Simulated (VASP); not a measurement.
Here is a VASP 6.6.1 calculation.

INCAR

```
SYSTEM = HfO2
PREC = Accurate
ENCUT = 600
EDIFF = 1E-6
ISMEAR = -1
SIGMA = 0.05
LREAL = .False.
LASPH = .True.
NELM = 60
ALGO = Normal
ISIF = 3
LWAVE = .False.
LCHARG = .False.
GGA = PE
IBRION = 2
NSW = 60
EDIFFG = -0.005
PSTRESS = 1800.0
```

KPOINTS

```
Automatic mesh
0
Gamma
  12 12 12
  0 0 0
```

File POSCAR:

```
HfO2
1.0
    0.0000000000      2.2630293487      2.2630293487
    2.2630293487      0.0000000000      2.2630293487
    2.2630293487      2.2630293487      0.0000000000
Hf O
1 2
Direct
    0.0000000000      0.0000000000      0.0000000000
    0.2500000000      0.2500000000      0.2500000000
    0.7500000000      0.7500000000      0.7500000000
```

Potentials or basis: VASP PAW PBE potentials, release 64 (Hf_pv, O).

Command:

```sh
$ cat potpaw_PBE.64/Hf_pv/POTCAR potpaw_PBE.64/O/POTCAR > POTCAR
$ mpirun -np 1 vasp_std > vasp.out
```

What does it give for the relaxed cell?

a = 3.197 Å, b = 3.197 Å, c = 3.197 Å, α = 60.00°, β = 60.00°, γ = 60.00°.

Predict the relaxed volume.

7.70 Å³/atom.

What does it give for the band gap on the k mesh?

4.49 eV, indirect (least direct gap 4.72 eV).

Predict the space group after relaxing (to 0.05 Å).

Fm-3m (No. 225).

Final structure:
```
Hf O
1.0
     0.00000    2.26088    2.26088
     2.26088    0.00000    2.26088
     2.26088    2.26088    0.00000
Hf O
1 2
Direct
  0.00000 0.00000 0.00000
  0.25000 0.25000 0.25000
  0.75000 0.75000 0.75000
```

Caveat: the cell is relaxed towards a set pressure, so the enthalpy falls and the energy may rise; spin-orbit coupling is left out, which moves the levels of the heavy elements. A k mesh can miss the band edges.
